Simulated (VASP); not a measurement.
Write the native input for VASP 6.6.1 that does the following.

```yaml
Task: single point
Functional: PBE
Dispersion: D3(BJ)
Potentials_or_basis: VASP PAW PBE potentials, release 64 (Sn_d, Se)
Cutoff: 500 eV
k_mesh: 12 × 12 × 6
Occupations: gaussian, width 0.03 eV
Spin: no spin polarisation
Dipole_correction: no
Further_INCAR_settings: ALGO = Normal; EDIFF = 1e-06; NBANDS = 20
```

The structure of SnSe2 lies in POSCAR:

```
SnSe2
1.0
    3.8880000000      0.0000000000      0.0000000000
   -1.9440000000      3.3671067699      0.0000000000
    0.0000000000      0.0000000000      6.3344000000
Sn Se
1 2
Direct
    0.0000000000      0.0000000000      0.0000000000
    0.3333333333      0.6666666667      0.2651331237
    0.6666666667      0.3333333333      0.7348668763
```

The input as run:

INCAR

```
SYSTEM = SnSe2
PREC = Accurate ; ENCUT = 500
EDIFF = 1E-6 ; ISMEAR = 0
SIGMA = 0.03 ; LREAL = .FALSE.
LASPH = .TRUE. ; NELM = 120
ALGO = Normal ; ISIF = 2
LWAVE = .FALSE. ; LCHARG = .FALSE.
GGA = PE ; IVDW = 12
NBANDS = 20 ; GGA_COMPAT = .FALSE.
```

KPOINTS

```
Automatic mesh
0
G
  12 12 6
  0 0 0
```

Potentials or basis: VASP PAW PBE potentials, release 64 (Sn_d, Se).

Launch:

```console
$ cat potpaw_PBE.64/Sn_d/POTCAR potpaw_PBE.64/Se/POTCAR > POTCAR
$ mpirun -np 1 vasp_std > vasp.out
```

It gave:

```json
{
  "Pressure": "-4.3 GPa",
  "Largest force": "0.747 eV/Å",
  "Band gap on the k mesh": "0.31 eV (least direct gap 0.87 eV)",
  "Dispersion energy per atom": "-0.336 eV"
}
```

Caveat: the cell stands under tension; spin-orbit coupling is left out, which moves the levels of the heavy elements.

Run time: 2.4 min on 1 thread of Intel Xeon 8259CL (shared host), peak memory 0.3 GiB.
